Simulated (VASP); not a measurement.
Runs of VASP 6.6.1 on Nb. The structure is that of space group Fm-3m (No. 225), or close to it. The cells are those of the table. 

| task | spin | cell | k mesh | cutoff (eV) | smearing | gap on the mesh (eV) | pressure (GPa) | moment (μB) |
| --- | --- | --- | --- | --- | --- | --- | --- | --- |
| single point | off | a = 3.099 Å, angles 60.0°, 1 atom | 14 × 14 × 14 | 520 | fermi-dirac 0.1 eV | none | -15.3 | - |
| single point | collinear, ferromagnetic start | a = 3.024 Å, angles 60.0°, 1 atom | 21 × 21 × 21 | 520 | fermi-dirac 0.05 eV | none | -6.5 | 0.00 |
| relaxation of cell and atoms | off | relaxed from a = 2.940 Å, angles 60.0°, 1 atom | 13 × 13 × 13 | 600 | fermi-dirac 0.1 eV | none | 0.0 | - |
| single point | off | a = 2.984 Å, angles 60.0°, 1 atom | 14 × 14 × 14 | 520 | fermi-dirac 0.1 eV | none | (a) | - |
| single point | off | a = 3.024 Å, angles 60.0°, 1 atom | 14 × 14 × 14 | 520 | fermi-dirac 0.1 eV | none | -6.4 | - |
| single point | off | a = 2.944 Å, angles 60.0°, 1 atom | 14 × 14 × 14 | 520 | fermi-dirac 0.1 eV | none | (b) | - |
| single point | off | a = 2.903 Å, angles 60.0°, 1 atom | 14 × 14 × 14 | 520 | fermi-dirac 0.1 eV | none | 15.1 | - |
| single point | off | a = 2.860 Å, angles 60.0°, 1 atom | 14 × 14 × 14 | 520 | fermi-dirac 0.1 eV | none | (c) | - |
| single point | off | a = 2.984 Å, angles 60.0°, 1 atom | 7 × 7 × 7 | 500 | fermi-dirac 0.1 eV | none | -1.2 | - |
| single point | collinear, ferromagnetic start | a = 2.984 Å, angles 60.0°, 1 atom | 13 × 13 × 13 | 520 | fermi-dirac 0.05 eV | none | -0.3 | 0.00 |
| single point | collinear, ferromagnetic start | a = 2.902 Å, angles 60.0°, 1 atom | 21 × 21 × 21 | 520 | fermi-dirac 0.05 eV | none | 15.1 | 0.00 |
| single point | collinear, ferromagnetic start | a = 3.062 Å, angles 60.0°, 1 atom | 21 × 21 × 21 | 520 | fermi-dirac 0.05 eV | none | -11.4 | 0.00 |

Alike in all rows: level PBE; potentials or basis VASP PAW PBE potentials, release 64 (Nb_sv).

Question: Estimate the missing entries.

Answer: (a) -0.5; (b) 6.6; (c) 25.5.

Caveats: some runs use coarse meshes.

A k mesh can miss the band edges, and the runs leave out spin-orbit coupling on Nb.

A gap of «none» marks levels without a gap at the run's occupations.
